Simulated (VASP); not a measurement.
Set up this calculation in VASP 6.6.1, as the native input.

| Item | Value |
| --- | --- |
| Task | relaxation of cell and atoms |
| Functional | PBEsol |
| Potentials or basis | VASP PAW PBE potentials, release 64 (W_sv) |
| Cutoff | 600 eV |
| k mesh | 6 × 6 × 4 |
| Occupations | gaussian, width 0.1 eV |
| Spin | no spin polarisation |
| Dipole correction | no |
| Further INCAR settings | ALGO = Normal; EDIFF = 1e-06; IBRION = 2; EDIFFG = -0.04; NSW = 90; ISIF = 3 |

The structure of W lies in POSCAR:

```
W
1.0
    3.6747199417      0.0000000000      0.0000000000
   -1.8373599709      3.1824008214      0.0000000000
    0.0000000000      0.0000000000      4.1690927847
W
3
Direct
    0.2254000000      0.0000000000      0.3333333333
    0.0000000000      0.2254000000      0.6666666667
    0.7746000000      0.7746000000      0.0000000000
```

These files were run (other wordings do the same):

INCAR

```
PREC = Accurate
ENCUT = 600
EDIFF = 1E-6
ISMEAR = 0
SIGMA = 0.1
LREAL = F
LASPH = T
NELM = 100
ALGO = Normal
ISIF = 3
LWAVE = F
LCHARG = F
GGA = PS
IBRION = 2
NSW = 90
EDIFFG = -0.04
```

KPOINTS

```
regular mesh
0
Gamma
  6 6 4
```

Potentials or basis: VASP PAW PBE potentials, release 64 (W_sv).

Command:

```bash
$ cat potpaw_PBE.64/W_sv/POTCAR > POTCAR
$ mpirun -np 1 vasp_std > vasp.out
```

Results of the run:

The relaxed volume is 15.75 Å³/atom. The relaxed cell is a = 4.435 Å, b = 4.435 Å, c = 2.774 Å, α = 90.00°, β = 90.00°, γ = 120.00°, the space group after relaxing (to 0.1 Å) is Im-3m (No. 229) and the pressure after relaxing is 0.2 GPa. The largest force after relaxing is 0.011 eV/Å and the band gap on the k mesh is zero (bands 21 and 22 overlap by 3.89 eV).

Caveat: the k points lie up to 0.57 Å⁻¹ apart in the final cell, too coarse for converged energies and pressures of a metal; a cell axis changed by over 15 % at a fixed basis, so the end point is rough; the PAW data sets were made with another functional, which shifts forces and pressure a little; spin-orbit coupling is left out, which moves the levels of the heavy elements.

Wall time 13 min on 1 thread of Intel(R) Xeon(R) Platinum 8259CL CPU @ 2.50GHz (Skylake/Cascade Lake) (shared host), peak memory 0.21 GiB.
